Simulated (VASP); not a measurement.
MgB2, 3 atoms in the cell. The structure is hexagonal, space group P6/mmm (No. 191). Conventional cell: a = 3.080 Å, b = 3.080 Å, c = 3.532 Å, α = 90.00°, β = 90.00°, γ = 120.00°. Within 3.3 Å of Mg (site symmetry 6/mmm) lie 12 B at 2.51 Å and 6 Mg at 3.08 Å. Within 2.4 Å of B (site symmetry -6m2) lie 3 B at 1.78 Å. 

| Item | Value |
| --- | --- |
| Program | VASP 6.6.1 |
| Task | vibrations by perturbation theory |
| Functional | PBEsol |
| Potentials or basis | VASP PAW PBE potentials, release 64 (Mg, B) |
| Cutoff | 520 eV |
| k mesh | 15 × 15 × 12 |
| Occupations | fermi-dirac, width 0.15 eV |
| Spin | no spin polarisation |
| Dipole correction | no |
| Further INCAR settings | ALGO = Normal; EDIFF = 1e-08; IBRION = 8; NSW = 1 |

Potentials or basis: VASP PAW PBE potentials, release 64 (Mg, B).

Command:

```sh
$ cat potpaw_PBE.64/Mg/POTCAR potpaw_PBE.64/B/POTCAR > POTCAR
$ mpirun -np 1 vasp_std > vasp.out
```

Hardware: 1 thread of AMD EPYC 7R13 Processor (Zen 3) (shared host).

Question: How long does it take, and how much memory?

Answer: Run time: 5.5 min on 1 thread of AMD EPYC 7R13 Processor (Zen 3) (shared host), peak memory 0.58 GiB. Counts: scf iterations 54, k points 189.
